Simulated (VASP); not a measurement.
The system is NaCl.

```
CELL_PARAMETERS angstrom
3.45955 0.00000 0.00000
0.00000 3.45955 0.00000
0.00000 0.00000 3.45955
ATOMIC_POSITIONS crystal
Na 0.00000 0.00000 0.00000
Cl 0.50000 0.50000 0.50000
```

Program: VASP 6.6.1. Alike in all runs: potentials or basis VASP PAW PBE potentials, release 64 (Na_pv, Cl); no spin polarisation; cell as given; k mesh 6 × 6 × 6; cutoff (eV) 520; smearing gaussian 0.01 eV.

**Question.** Order these runs on this cell by their band gap on the k mesh, lowest first.
A. level PBE
B. level HSE06; grid for exact exchange (PRECFOCK) Normal; share of exact exchange 0.25; screening parameter 0.2079 1/Å
C. level r2SCAN

**Answer.** A (4.10 eV), C (4.95 eV), B (5.42 eV).

A k mesh can miss the band edges.
